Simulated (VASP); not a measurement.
BeGeSb2: single point with PBE

The system is BeGeSb2.

```
CELL_PARAMETERS angstrom
4.26883 0.00000 0.00000
0.00000 4.26883 0.00000
0.00000 0.00000 11.58495
ATOMIC_POSITIONS crystal
Be 0.50000 0.00000 0.89100
Be 0.00000 0.50000 0.10900
Sb 0.50000 0.50000 0.00000
Sb 0.00000 0.00000 0.21407
Sb 0.50000 0.50000 0.50000
Sb 0.00000 0.00000 0.78593
Ge 0.50000 0.00000 0.35588
Ge 0.00000 0.50000 0.64412
```

| Item | Value |
| --- | --- |
| Program | VASP 6.6.1 |
| Task | single point |
| Functional | PBE |
| Potentials or basis | VASP PAW PBE potentials, release 64 (Be, Sb, Ge_d) |
| Cutoff | 520 eV |
| k mesh | 6 × 6 × 2 |
| Occupations | fermi-dirac, width 0.02 eV |
| Spin | no spin polarisation |

| Item | Value |
| --- | --- |
| Pressure | 0.1 GPa |
| Largest force | 0.008 eV/Å |
| Band gap on the k mesh | zero (bands 26 and 27 overlap by 0.26 eV) |

Forces on the atoms (eV/Å):
```
Be   0.000  0.000 -0.007
Be   0.000  0.000  0.007
Sb   0.000  0.000  0.000
Sb   0.000  0.000 -0.006
Sb   0.000  0.000  0.000
Sb   0.000  0.000  0.006
Ge   0.000  0.000  0.008
Ge   0.000  0.000 -0.008
```

Levels at points of the mesh, in eV from the Fermi level:
```tsv
k point	band 24	band 25	band 26	band 27	band 28	band 29
(0.00, 0.00, 0.00)	-0.45	-0.26	0.01	0.01	0.19	0.49
(0.50, 0.00, 0.00)	-1.14	-0.78	-0.74	-0.22	0.13	2.28
(0.50, 0.50, 0.00)	-2.07	-2.07	-2.00	0.21	0.21	0.41
(0.00, 0.00, 0.50)	-1.33	-0.53	-0.53	-0.06	0.41	1.02
(0.50, 0.00, 0.50)	-1.79	-1.31	-0.74	0.47	0.72	2.16
(0.50, 0.50, 0.50)	-2.34	-2.34	-2.16	0.69	0.69	0.95
```

Wall time 88 s on 1 thread of Intel(R) Xeon(R) 6975P-C (Granite Rapids) (shared host), peak memory 0.36 GiB.

Caveat: semilocal functionals underestimate gaps, and a narrow one can read as zero; spin-orbit coupling is left out, which moves the levels of the heavy elements.
